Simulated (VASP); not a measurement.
Crystal: AlFe.

```xyz
2
Lattice="2.9100 0.0000 0.0000 0.0000 2.9100 0.0000 0.0000 0.0000 2.9100" Properties=species:S:1:pos:R:3 pbc="T T T"
Al    0.0000    0.0000    0.0000
Fe    1.4550    1.4550    1.4550
```

```yaml
Program: VASP 6.6.1
Task: relaxation of cell and atoms
Functional: PBE
Potentials_or_basis: VASP PAW PBE potentials, release 64 (Al, Fe)
Cutoff: 600 eV
k_mesh: 14 × 14 × 14
Occupations: gaussian, width 0.1 eV
Spin: collinear spin, ferromagnetic start
Starting_moments: "[0.0, 0.85] μB"
```

At the start: pressure -6.0 GPa; volume 12.32 Å³/atom.

How do energy, volume and symmetry change on relaxing?

Over 3 steps the energy falls by 8.9 meV/atom and the volume is 11.87 Å³/atom (-3.7 %); space group Pm-3m (No. 221, to 0.05 Å); moment 0.67 μB per cell.

The path:
```
step  energy change (eV)  largest force (eV/Å)  pressure (GPa)  volume (Å³)
   1              0.0000                0.0000           -6.02        24.64
   2             -0.0057                0.0000            5.72        23.03
   3             -0.0179                0.0000            0.01        23.73
```

Final structure:
```yaml
crystal:
  lattice:
    - [2.87378, 0.00000, 0.00000]
    - [0.00000, 2.87378, 0.00000]
    - [0.00000, 0.00000, 2.87378]
  atoms:
    - { symbol: Al, position: [0.00000, 0.00000, 0.00000] }
    - { symbol: Fe, position: [0.50000, 0.50000, 0.50000] }
```
